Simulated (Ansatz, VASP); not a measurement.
## One calculation of Bi, two programs

```xyz
2
Lattice="2.2730 1.3123 4.0726 -2.2730 1.3123 4.0726 0.0000 -2.6246 4.0726" Properties=species:S:1:pos:R:3 pbc="T T T"
Bi    0.0000    0.0000    2.8576
Bi    0.0000    0.0000    9.3602
```

Change from the starting cell: strain +0.000 along x and y, +0.030 along z, atoms carried along.

Alike in both runs: task single point; functional PBEsol; k mesh 12 × 12 × 12; occupations gaussian, width 0.15 eV; no spin polarisation.

|  | VASP | Ansatz |
| --- | --- | --- |
| version | VASP 6.6.1 | Ansatz 0.2.0 |
| potentials or method | VASP PAW PBE potentials, release 64 (Bi_d), cutoff 520 eV | scalar-relativistic, plane waves, PAW |
| valence electrons in the cell | 30 | 30 |

|  | VASP | Ansatz | Ansatz less VASP |
| --- | --- | --- | --- |
| gap on the k mesh at the Fermi level (eV) | none | none | - |
| pressure (GPa) | -1.8 | -1.8 | +0.05 |
| traceless stress, the component that is largest in VASP (GPa) | -0.29 | -0.29 | -0.007 |
| rms of the force components (eV/Å) | 0.034 | 0.037 | +0.0030 |

VASP's potentials were made for PBE, not for PBEsol. Atom by atom the forces differ by 0.003 eV/Å (rms over components). A gap of «none» marks a metal or a gap that the smearing closes.

Neither program's run includes spin-orbit coupling.
